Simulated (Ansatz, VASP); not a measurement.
# ZrH5 in VASP and in Ansatz

```
Zr H
1.0
     3.21969    0.00000    0.00000
    -1.60984    2.78833    0.00000
     0.00000    0.00000   15.46992
Zr H
2 10
Cartesian
  0.0000 1.8589 1.4769
  1.6098 0.9294 13.9931
  1.6098 0.9294 10.6321
  1.6098 0.9294 9.8814
  0.0000 0.0000 7.3601
  0.0000 0.0000 8.1098
  0.0000 1.8589 4.8378
  0.0000 1.8589 5.5885
  0.0000 1.8589 14.8597
  0.0000 0.0000 2.4486
  1.6098 0.9294 0.6102
  0.0000 0.0000 13.0213
```

Alike in both runs: functional PBE; k mesh 5 × 5 × 2; occupations gaussian, width 0.2 eV; no spin polarisation.

Ansatz relaxed the structure, and its values are those at the end. VASP's run is a single point on that final structure, the one shown.

```csv
,VASP,Ansatz
version,VASP 6.6.1,Ansatz 0.2.0
potentials or method,"VASP PAW PBE potentials, release 64 (Zr_sv, H), cutoff 520 eV","scalar-relativistic, plane waves, PAW"
valence electrons in the cell,34,34
```

|  | VASP | Ansatz | Ansatz less VASP |
| --- | --- | --- | --- |
| gap on the k mesh at the Fermi level (eV) | none | none | - |
| pressure (GPa) | 0.0 | 0.2 | +0.13 |
| rms of the force components (eV/Å) | 0.005 | 0.004 | -0.0009 |

A gap of «none» marks a metal or a gap that the smearing closes. The functional is the same, so the differences come from potentials, cutoffs and numerics.

The k mesh is coarse, so the values compare programs but aren't converged.
